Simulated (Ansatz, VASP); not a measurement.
# Ta in VASP and in Ansatz

The input INCAR:

```
ALGO = Normal
EDIFF = 1E-6
ENCUT = 520
GGA = CA
ISIF = 2
ISMEAR = -1
LASPH = T
LCHARG = F
LREAL = F
LWAVE = F
NBANDS = 18
NELM = 60
PREC = Accurate
SIGMA = 0.1
```

File KPOINTS:

```
k-points
0
Gamma
  15 15 14
```

The input POSCAR:

```
Ta
1.0
   -3.5298282310      3.5316798675      1.4355008289
    3.5316798675     -3.5298282310      1.4355008289
    1.8699873717      1.8699873717     -1.4321095531
Ta
2
Direct
    0.9999894505      0.0000105495      1.0000000000
    0.7500105495      0.2499894505      0.5000000000
```

Input for Ansatz:

```yaml
crystal:
  lattice:
    - [-3.529828231, 3.5316798675, 1.4355008289]
    - [3.5316798675, -3.529828231, 1.4355008289]
    - [1.8699873717, 1.8699873717, -1.4321095531]
  atoms:
    - { symbol: Ta, position: [0.9999894505, 1.05495e-05, 1.0] }
    - { symbol: Ta, position: [0.7500105495, 0.2499894505, 0.5] }
hamiltonian:
  xc: lda
  pseudopotentials:
    kind: paw
    azcp:
      Ta: "pseudopotentials/Ta.paw.azcp"
basis:
  ecutwfc: 420
  fft_grid_basis: typed
kpoints:
  mp_grid: { grid: [15, 15, 14], shift: [0, 0, 0] }
magnetization:
  spin_polarized: false
scf:
  occupations: { method: fermi_dirac, width: 0.1 }
  lower_state_search: "off"
output:
  stress: true
```

Alike in both runs: task single point; functional LDA; k mesh 15 × 15 × 14; occupations fermi-dirac, width 0.1 eV; no spin polarisation.

```csv
,VASP,Ansatz
version,VASP 6.6.1,Ansatz 0.2.0
potentials or method,"VASP PAW LDA potentials, release 64 (Ta_pv), cutoff 520 eV","plane waves (420 eV) with PAW, scalar-relativistic"
valence electrons in the cell,22,26
```

|  | VASP | Ansatz | Ansatz less VASP |
| --- | --- | --- | --- |
| pressure (GPa) | -13.5 | -14.0 | -0.56 |
| traceless stress, the component that is largest in VASP (GPa) | -0.71 | -0.76 | -0.044 |

Ansatz warns that its potentials were made for another functional, while VASP's fit it. LDA's correlation is that of Perdew and Zunger in VASP and of Perdew and Wang (1992) in Ansatz. VASP's potentials hold 22 valence electrons a cell and Ansatz's 26, so a difference there can come from the potentials and not from the codes.

Neither program's run includes spin-orbit coupling.
